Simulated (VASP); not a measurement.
Here is a VASP 6.6.1 calculation.

File INCAR:

```
PREC = Accurate
ENCUT = 520
EDIFF = 1E-6
ISMEAR = -1
SIGMA = 0.05
LREAL = F
LASPH = T
NELM = 150
ALGO = Normal
ISIF = 2
LWAVE = F
LCHARG = F
ISPIN = 2
MAGMOM = 0.607
LORBIT = 11
LMAXMIX = 4
GGA = RE
NBANDS = 15
```

KPOINTS

```
regular mesh
0
Gamma
  18 18 18
```

POSCAR

```
Ni
1.0
   -1.4645054601      1.4645054601      1.4645054601
    1.4645054601     -1.4645054601      1.4645054601
    1.4645054601      1.4645054601     -1.4645054601
Ni
1
Direct
    0.0000000000      0.0000000000      0.0000000000
```

Potentials or basis: VASP PAW PBE potentials, release 64 (Ni).

The run is started by

```sh
$ cat potpaw_PBE.64/Ni/POTCAR > POTCAR
$ mpirun -np 1 vasp_std > vasp.out
```

What does it give for the site moments?

Ni +0.63 μB.

Estimate the net moment.

0.60 μB per cell.

What does it give for the pressure?

-15.0 GPa.

Caveat: the PAW data sets were made with another functional, which shifts forces and pressure a little.
